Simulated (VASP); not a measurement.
Wanted: the native input for a VASP 6.6.1 run.

| Property | Result |
| --- | --- |
| Task | single point |
| Functional | PBE |
| Potentials or basis | VASP PAW PBE potentials, release 64 (As, Pt) |
| Cutoff | 500 eV |
| k mesh | 4 × 4 × 4 |
| Occupations | gaussian, width 0.01 eV |
| Spin | no spin polarisation |
| Dipole correction | no |
| Further INCAR settings | ALGO = Normal; EDIFF = 1e-06; NBANDS = 52 |

The structure of As2Pt lies in POSCAR:

```
As2Pt
1.0
    6.0575651785      0.0000000000      0.0000000000
    0.0000000000      6.0575651785      0.0000000000
    0.0000000000      0.0000000000      6.0575651785
As Pt
8 4
Direct
    0.3835127539      0.3835127539      0.3835127539
    0.1164872461      0.6164872461      0.8835127539
    0.8835127539      0.1164872461      0.6164872461
    0.6164872461      0.8835127539      0.1164872461
    0.6164872461      0.6164872461      0.6164872461
    0.8835127539      0.3835127539      0.1164872461
    0.1164872461      0.8835127539      0.3835127539
    0.3835127539      0.1164872461      0.8835127539
    0.0000000000      0.0000000000      0.0000000000
    0.5000000000      0.0000000000      0.5000000000
    0.5000000000      0.5000000000      0.0000000000
    0.0000000000      0.5000000000      0.5000000000
```

One way to write it, as run:

INCAR

```
SYSTEM = As2Pt
  PREC = Accurate
  ENCUT = 500
  EDIFF = 1E-6
  ISMEAR = 0
  SIGMA = 0.01
  LREAL = .FALSE.
  LASPH = .TRUE.
  NELM = 120
  ALGO = Normal
  ISIF = 2
  LWAVE = .FALSE.
  LCHARG = .FALSE.
  GGA = PE
  NBANDS = 52
  GGA_COMPAT = .FALSE.
```

KPOINTS

```
regular mesh
0
G
  4 4 4
  0 0 0
```

Potentials or basis: VASP PAW PBE potentials, release 64 (As, Pt).

Command:

```bash
$ cat potpaw_PBE.64/As/POTCAR potpaw_PBE.64/Pt/POTCAR > POTCAR
$ mpirun -np 1 vasp_std > vasp.out
```

It gave:

- Pressure: 0.0 GPa
- Largest force: 0.033 eV/Å
- Band gap on the k mesh: 0.33 eV (least direct gap 0.78 eV)

Caveat: spin-orbit coupling is left out, which moves the levels of the heavy elements.

Run time: 3.8 min on 1 thread of Oxide Virtual Turin-like Processor, with other jobs on the host, peak memory 0.33 GiB.
